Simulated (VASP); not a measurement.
The system is PbSe (Clausthalite).

```
Pb Se
1.0
     0.00000    3.06065    3.06065
     3.06065    0.00000    3.06065
     3.06065    3.06065    0.00000
Pb Se
1 1
Direct
  0.00000 0.00000 0.00000
  0.50000 0.50000 0.50000
```

Base run:

* Program: VASP 6.6.1
* Functional: revPBE
* Potentials or basis: VASP PAW PBE potentials, release 64 (Pb_d, Se)
* Cutoff: 520 eV
* k mesh: 8 × 8 × 8
* Occupations: fermi-dirac, width 0.05 eV
* Spin: no spin polarisation

Its results: band gap on the k mesh 0.35 eV, direct; pressure 3.7 GPa.

Problem. The run is repeated on the same cell with these changes: dispersion from none to D3(BJ). What comes out?

Solution. Band gap on the k mesh 0.35 eV, direct; pressure -0.3 GPa.

Dispersion adds attraction, which lowers the pressure at fixed volume and, as a term added to the energy, leaves the levels alone.

Caveats: the PAW data sets were made with another functional, which shifts forces and pressure a little; spin-orbit coupling is left out, which moves the levels of the heavy elements.

A k mesh can miss the band edges.
